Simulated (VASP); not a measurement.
Input of a VASP 6.6.1 run:

File INCAR:

```
PREC = Accurate ; ENCUT = 500
EDIFF = 1E-7 ; ISMEAR = 0
SIGMA = 0.05 ; LREAL = False
LASPH = True ; NELM = 120
ALGO = Normal ; ISIF = 4
LWAVE = False ; LCHARG = False
GGA = PE ; IBRION = 2
NSW = 60 ; EDIFFG = -0.01
GGA_COMPAT = False ; NELMIN = 4
```

The input KPOINTS:

```
Automatic mesh
0
Gamma
  8 8 8
```

Contents of POSCAR:

```
SiS2
1.0
   -3.2014079308      5.6259293343      2.8128030741
    3.2014079308     -5.6259293343      2.8128030741
    3.2014079308      5.6259293343     -2.8128030741
Si S
2 4
Direct
    0.7500000000      0.7500000000      0.0000000000
    0.2500000000      0.2500000000      0.0000000000
    0.8969000583      0.8182473291      0.7151473874
    0.1030999417      0.1817526709      0.2848526126
    0.3969000583      0.6817526709      0.0786527292
    0.6030999417      0.3182473291      0.9213472708
```

Potentials or basis: VASP PAW PBE potentials, release 64 (Si, S).

Run with:

```bash
$ cat potpaw_PBE.64/Si/POTCAR potpaw_PBE.64/S/POTCAR > POTCAR
$ mpirun -np 1 vasp_std > vasp.out
```

Problem. What does it give for the band gap on the k mesh?

Solution. 3.16 eV (least direct gap 3.49 eV).

The path:
```csv
step,energy change (eV),largest force (eV/Å),pressure (GPa),volume (Å³)
1,0.0000,0.3388,-1.07,202.64
2,-0.0135,0.0244,-0.23,202.64
3,-0.0137,0.0180,-0.11,202.64
4,-0.0143,0.0053,-0.07,202.64
5,-0.0144,0.0016,-0.05,202.64
```

A k mesh can miss the band edges. A hybrid or GW would open this gap; PBE tends to underestimate it.
